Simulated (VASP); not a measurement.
Set up this calculation in VASP 6.6.1, as the native input.

```yaml
Task: single point
Functional: HSE06
Potentials_or_basis: VASP PAW PBE potentials, release 64 (Ga_d, As_d)
Cutoff: 400 eV
k_mesh: 4 × 4 × 4
Occupations: gaussian, width 0.5 eV
Spin: no spin polarisation
Dipole_correction: no
Grid_for_exact_exchange_PRECFOCK: Normal
Further_INCAR_settings: ALGO = Normal; EDIFF = 1e-06; NBANDS = 21
Share_of_exact_exchange: 0.25
Screening_parameter: 0.2079 1/Å
```

Crystal: GaAs.

```xyz
2
Lattice="0.0000 2.8331 2.8331 2.8331 0.0000 2.8331 2.8331 2.8331 0.0000" Properties=species:S:1:pos:R:3 pbc="T T T"
Ga    0.0000    0.0000    0.0000
As    1.4165    1.4165    1.4165
```

One way to write it, as run:

POSCAR

```
GaAs
1.0
    0.0000000000      2.8330831910      2.8330831910
    2.8330831910      0.0000000000      2.8330831910
    2.8330831910      2.8330831910      0.0000000000
Ga As
1 1
Direct
    0.0000000000      0.0000000000      0.0000000000
    0.2500000000      0.2500000000      0.2500000000
```

INCAR.step1

```
ALGO     = Normal         # electronic algorithm
EDIFF    = 1E-5           # SCF threshold, eV
ENCUT    = 400            # plane-wave cutoff, eV
GGA      = PE             # functional
GGA_COMPAT= F            
ISIF     = 2              # what is computed and relaxed
ISMEAR   = 0              # smearing method
LASPH    = T              # aspherical terms in the spheres
LCHARG   = F              # write CHGCAR
LREAL    = F              # projectors in reciprocal space
LWAVE    = T              # write WAVECAR
NBANDS   = 21             # bands
NELM     = 120            # most SCF steps
PREC     = Accurate       # precision mode
SIGMA    = 0.5            # smearing width, eV
```

INCAR.step2

```
ALGO     = Normal         # electronic algorithm
EDIFF    = 1E-6           # SCF threshold, eV
ENCUT    = 400            # plane-wave cutoff, eV
GGA      = PE             # functional
GGA_COMPAT= F            
HFSCREEN = 0.2079         # screening, 1/A
ISIF     = 2              # what is computed and relaxed
ISMEAR   = 0              # smearing method
ISTART   = 1            
LASPH    = T              # aspherical terms in the spheres
LCHARG   = F              # write CHGCAR
LHFCALC  = T              # exact exchange
LREAL    = F              # projectors in reciprocal space
LWAVE    = F              # write WAVECAR
NBANDS   = 21             # bands
NELM     = 120            # most SCF steps
PREC     = Accurate       # precision mode
PRECFOCK = Normal       
SIGMA    = 0.5            # smearing width, eV
```

KPOINTS

```
k-points
0
Gamma
  4 4 4
```

Potentials or basis: VASP PAW PBE potentials, release 64 (Ga_d, As_d).

The run is started by

```bash
$ cat potpaw_PBE.64/Ga_d/POTCAR potpaw_PBE.64/As_d/POTCAR > POTCAR
$ cp INCAR.step1 INCAR
$ mpirun -np 1 vasp_std > vasp.out
$ cp INCAR.step2 INCAR
$ mpirun -np 1 vasp_std > vasp.out
```

It gave:

```yaml
Pressure: 0.8 GPa
Band_gap_on_the_k_mesh: 1.40 eV
```

Caveat: the k points lie up to 0.48 Å⁻¹ apart; so wide a smearing shifts energies and pressures; the PAW data sets were made with another functional, which shifts forces and pressure a little.

Run time: 7.4 min on 1 thread of Intel(R) Xeon(R) Platinum 8488C (Sapphire Rapids), with other jobs on the host, peak memory 0.26 GiB.
